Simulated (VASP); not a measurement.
# Nb3Si2O (Pmc2_1) in VASP: single point with PBE

Aim: the single point of Nb3Si2O with PBE.

Everything below comes from runs of VASP 6.6.1. Logs are shortened: lines on timing, memory, paths and dates and some standing lists are left out, and cuts for length are marked.

### 1 The cell of the first run

The structure is orthorhombic, space group Pmc2_1 (No. 26). The conventional cell has a = 3.431 Å, b = 6.873 Å, c = 7.532 Å, α = 90.00°, β = 90.00°, γ = 90.00°. Nb (site symmetry m) has 2 O at 2.05 Å and 3 Si at 2.65 to 2.66 Å within 2.7 Å. Within 2.8 Å of Nb (site symmetry m) lie 1 O at 2.09 Å and 6 Si at 2.67 to 2.73 Å. Within 2.9 Å of Nb (site symmetry m) lie 1 O at 2.07 Å and 6 Si at 2.64 to 2.82 Å. Si (site symmetry m) has 3 Si at 2.57 to 3.43 Å and 8 Nb at 2.64 to 3.47 Å and 4 O at 2.91 to 3.20 Å within 3.5 Å. Si (site symmetry m) has 3 Si at 2.57 to 3.43 Å and 8 Nb at 2.65 to 2.82 Å and 2 O at 3.25 Å within 3.5 Å. O (site symmetry m) has 4 Nb at 2.05 to 2.09 Å within 2.7 Å.

### 2 Single point, PBE

INCAR reads:

```
ALGO = Normal ; EDIFF = 1E-7
ENCUT = 520 ; GGA = PE
ISIF = 2 ; ISMEAR = 0
LASPH = True ; LCHARG = False
LREAL = False ; LWAVE = False
NBANDS = 65 ; NELM = 60
PREC = Accurate ; SIGMA = 0.2
```

KPOINTS reads:

```
k-points
0
Gamma
  6 4 4
```

POSCAR reads:

```
Nb3Si2O
1.0
    3.4309650105      0.0000000000      0.0000000000
    0.0000000000      6.8727843942      0.0000000000
    0.0000000000      0.0000000000      7.5316133302
Nb Si O
6 4 2
Direct
    0.5000000000      0.2247002685      0.4494997414
    0.0000000000      0.4229531275      0.1522518514
    0.5000000000      0.7752997315      0.9494997414
    0.0000000000      0.1143570181      0.8179350748
    0.0000000000      0.5770468725      0.6522518514
    0.0000000000      0.8856429819      0.3179350748
    0.5000000000      0.3973320961      0.8821325120
    0.5000000000      0.1191412039      0.1105248836
    0.5000000000      0.8808587961      0.6105248836
    0.5000000000      0.6026679039      0.3821325120
    0.0000000000      0.2814198970      0.5888819484
    0.0000000000      0.7185801030      0.0888819484
```

Potentials or basis: VASP PAW PBE potentials, release 64 (Nb_sv, Si, O).

The run is started by

```console
$ cat potpaw_PBE.64/Nb_sv/POTCAR potpaw_PBE.64/Si/POTCAR potpaw_PBE.64/O/POTCAR > POTCAR
$ mpirun -np 1 vasp_std > vasp.out
```

OUTCAR:

```text
EDIFF = 1E-7
   ENCUT = 520
   GGA = PE
   ISIF = 2
   ISMEAR = 0
   LASPH = True
   LREAL = False
   NELM = 60
   PREC = Accurate

 ion  position               nearest neighbor table
   1  0.500  0.225  0.449-  11 2.05  11 2.05  10 2.65   8 2.65   9 2.66
   2  0.000  0.423  0.152-  12 2.09   7 2.67   7 2.67   8 2.72   8 2.72  10 2.73  10 2.73
   3  0.500  0.775  0.949-  12 2.05  12 2.05   7 2.65   9 2.65   8 2.66
   4  0.000  0.114  0.818-  11 2.07   7 2.64   7 2.64   8 2.79   8 2.79   9 2.82   9 2.82
   5  0.000  0.577  0.652-  11 2.09  10 2.67  10 2.67   9 2.72   9 2.72   7 2.73   7 2.73
   6  0.000  0.886  0.318-  12 2.07  10 2.64  10 2.64   9 2.79   9 2.79   8 2.82   8 2.82
   7  0.500  0.397  0.882-   8 2.57   4 2.64   4 2.64   3 2.65   2 2.67   2 2.67   5 2.73   5 2.73

   8  0.500  0.119  0.111-   7 2.57   1 2.65   3 2.66   2 2.72   2 2.72   4 2.79   4 2.79   6 2.82
                             6 2.82
   9  0.500  0.881  0.611-  10 2.57   3 2.65   1 2.66   5 2.72   5 2.72   6 2.79   6 2.79   4 2.82
                             4 2.82
  10  0.500  0.603  0.382-   9 2.57   6 2.64   6 2.64   1 2.65   5 2.67   5 2.67   2 2.73   2 2.73

  11  0.000  0.281  0.589-   1 2.05   1 2.05   4 2.07   5 2.09
  12  0.000  0.719  0.089-   3 2.05   3 2.05   6 2.07   2 2.09

  LATTYP: Found a simple orthorhombic cell.
 ALAT       =     3.4309650105
 B/A-ratio  =     2.0031636502
 C/A-ratio  =     2.1951880323

  Lattice vectors:

 A1 = (   3.4309650105,   0.0000000000,   0.0000000000)
 A2 = (   0.0000000000,   6.8727843942,   0.0000000000)
 A3 = (   0.0000000000,   0.0000000000,   7.5316133302)

Analysis of symmetry for initial positions (statically):
=====================================================================
 Subroutine PRICEL returns:
 Original cell was already a primitive cell.

 Routine SETGRP: Setting up the symmetry group for a
 simple orthorhombic supercell.

 Subroutine GETGRP returns: Found  4 space group operations
 (whereof  2 operations were pure point group operations)
 out of a pool of  8 trial point group operations.

The static configuration has the point symmetry C_1h.
 The point group associated with its full space group is C_2v.

Analysis of symmetry for dynamics (positions and initial velocities):
=====================================================================
 Subroutine PRICEL returns:
 Original cell was already a primitive cell.

[... 138 lines left out ...]
   PSTRESS=    0.0 pullay stress
   NELECT =     106.0000    total number of electrons
   NUPDOWN=      -1.0000    fix difference up-down
   EMIN   =  10.00;   EMAX   =-10.00  energy-range for DOS
   EFERMI =   0.00;   METHOD = LEGACY
   ISMEAR =     0;   SIGMA  =   0.20  broadening in eV -4-tet -1-fermi 0-gaus
   EFERMI_NEDOS =   21; number of points for ismear=-14 and -15
   IALGO  =     38    algorithm
   IMIX   =      4    mixing-type and parameters
     AMIX     =   0.40;   BMIX     =  1.00
     AMIX_MAG =   1.60;   BMIX_MAG =  1.00
  volume/ion in A,a.u.               =      14.80        99.87
  Fermi-wavevector in a.u.,A,eV,Ry     =   1.378366  2.604733 25.849598  1.899892
  Thomas-Fermi vector in A             =   2.503434
   LORBIT       =      0    0 simple, 1 ext, 2 COOP (PROOUT), +10 PAW based schemes
   GGA     = PE    functional components
   LHFCALC =     F    Hartree Fock is set to
   AEXX    =    0.0000 exact exchange contribution
   IVDW    =     0    specifies the selected vdW correction
   LEPSILON=     F    determine dielectric tensor
   LRPA    =     F    only Hartree local field effects (RPA)
 non-spin polarized calculation
 Gauss-broadening in eV      SIGMA  =   0.20
  energy-cutoff  :      520.00
  volume of cell :      177.60
 maximum number of plane-waves:      4820
 NGX is ok and might be reduce to    28
   NGX = 13   NGY = 25   NGZ = 29

 number of electron     105.9999986 magnetization

 Free energy of the ion-electron system (eV)
  ---------------------------------------------------
  ext. energy  EPLUGINS =         0.00000000
  ---------------------------------------------------
  free energy    TOTEN  =      -103.93772515 eV

  energy without entropy =     -103.80829342  energy(sigma->0) =     -103.87300929

 E-fermi :  11.0666     XC(G=0): -12.0741

 val. band max:       11.0598350866   @ k =   0.0000   0.5000   0.5000
 cond. band min:      11.0865454156   @ k =   0.1667   0.2500   0.5000
 fundamental gap:      0.0267103289
 Fermi energy:        11.0666088353

 k-point     1 :       0.0000    0.0000    0.0000
  band No.  band energies     occupation
      1     -44.2942      2.00000
      2     -44.2679      2.00000
      3     -44.2449      2.00000
      4     -44.2293      2.00000
      5     -44.1633      2.00000
      6     -44.1555      2.00000
[... 1621 lines left out ...]
     64      13.6682      0.00000
     65      13.7632      0.00000

 [... further k-points ...]

------------------------ aborting loop because EDIFF is reached ----------------------------------------

  FORCE on cell =-STRESS in cart. coord.  units (eV):
  Direction    XX          YY          ZZ          XY          YZ          ZX
  --------------------------------------------------------------------------------------
  -------------------------------------------------------------------------------------
  Total       -0.2998081     -0.2531364     -0.2282600      0.0000000      0.0000000      0.0000000
  in kB       -2.7046864     -2.2836429     -2.0592233      0.0000000      0.0000000      0.0000000
  external PRESSURE =      -2.3491842 kB  Pullay stress =       0.0000000 kB

 VOLUME and BASIS-vectors are now :
 -----------------------------------------------------------------------------
  energy-cutoff  :      520.00
  volume of cell :      177.60
      direct lattice vectors                 reciprocal lattice vectors
     3.430965011  0.000000000  0.000000000     0.291463188  0.000000000  0.000000000
     0.000000000  6.872784394  0.000000000     0.000000000  0.145501436  0.000000000
     0.000000000  0.000000000  7.531613330     0.000000000  0.000000000  0.132773678

 POSITION                                       TOTAL-FORCE (eV/Angst)
 -----------------------------------------------------------------------------------
      1.71548      1.54432      3.38546         0.000000      0.040215      0.036511
      0.00000      2.90687      1.14670         0.000000     -0.001404     -0.013512
      1.71548      5.32847      7.15126         0.000000     -0.040215      0.036511
      0.00000      0.78595      6.16037         0.000000     -0.009027     -0.013072
      0.00000      3.96592      4.91251         0.000000      0.001404     -0.013512
      0.00000      6.08683      2.39456         0.000000      0.009027     -0.013072
      1.71548      2.73078      6.64388         0.000000      0.023651      0.017872
      1.71548      0.81883      0.83243         0.000000      0.000507      0.007910
      1.71548      6.05395      4.59824         0.000000     -0.000507      0.007910
      1.71548      4.14201      2.87807         0.000000     -0.023651      0.017872
      0.00000      1.93414      4.43523         0.000000     -0.017684     -0.035709
      0.00000      4.93865      0.66942         0.000000      0.017684     -0.035709
 -----------------------------------------------------------------------------------
    total drift:                               -0.000000      0.000000     -0.000354

  FREE ENERGIE OF THE ION-ELECTRON SYSTEM (eV)
  ---------------------------------------------------
  free  energy   TOTEN  =      -103.9377251527 eV

  energy  without entropy=     -103.8082934211  energy(sigma->0) =     -103.87300929
```

stdout:

```text
POSCAR found type information on POSCAR NbSiO
 POSCAR found :  3 types and      12 ions
 scaLAPACK will be used
 LDA part: xc-table for (Slater+PW92), standard interpolation
 POSCAR, INCAR and KPOINTS ok, starting setup
 FFT: planning ... GRIDC
 FFT: planning ... GRID_SOFT
 FFT: planning ... GRID
 WAVECAR not read
 entering main loop
```

Run time: 14 min. Hardware: 1 thread of Intel Xeon 8259CL, shared host; peak memory 0.46 GiB.

Results:

```
Free energy            : -103.9377 eV
Pressure               : -0.2 GPa
Largest force          : 0.054 eV/Å
Band gap on the k mesh : zero (bands 53 and 54 overlap by 0.75 eV)
```

Forces in eV/Å, atoms in the order of the input:
```
Nb   0.000  0.040  0.037
Nb   0.000 -0.001 -0.014
Nb   0.000 -0.040  0.037
Nb   0.000 -0.009 -0.013
Nb   0.000  0.001 -0.014
Nb   0.000  0.009 -0.013
Si   0.000  0.024  0.018
Si   0.000  0.001  0.008
Si   0.000 -0.001  0.008
Si   0.000 -0.024  0.018
O    0.000 -0.018 -0.036
O    0.000  0.018 -0.036
```

Levels at points of the mesh, in eV from the Fermi level:
| k point | band 50 | band 51 | band 52 | band 53 | band 54 | band 55 | band 56 | band 57 |
| --- | --- | --- | --- | --- | --- | --- | --- | --- |
| (0.00, 0.00, 0.00) | -0.60 | -0.43 | -0.10 | 0.07 | 0.27 | 0.28 | 0.72 | 0.88 |
| (0.50, 0.00, 0.00) | -1.24 | -1.08 | -0.78 | -0.54 | -0.35 | -0.11 | 1.03 | 1.85 |
| (0.00, 0.50, 0.00) | -0.68 | -0.65 | -0.41 | -0.31 | -0.24 | 0.37 | 0.40 | 0.47 |
| (0.50, 0.50, 0.00) | -1.62 | -1.51 | -0.32 | 0.40 | 0.40 | 0.72 | 0.93 | 1.17 |
| (0.00, 0.00, 0.50) | -0.99 | -0.24 | -0.24 | 0.08 | 0.08 | 0.36 | 0.36 | 0.67 |
| (0.50, 0.00, 0.50) | -1.65 | -0.61 | -0.61 | 0.26 | 0.26 | 0.75 | 0.75 | 1.44 |
| (0.00, 0.50, 0.50) | -1.00 | -0.40 | -0.40 | -0.27 | -0.27 | -0.01 | -0.01 | 0.66 |
| (0.50, 0.50, 0.50) | -1.81 | -0.88 | -0.88 | 0.39 | 0.39 | 1.28 | 1.28 | 1.80 |

The gap in the log of VASP goes by the Fermi energy; the results here count the filled bands.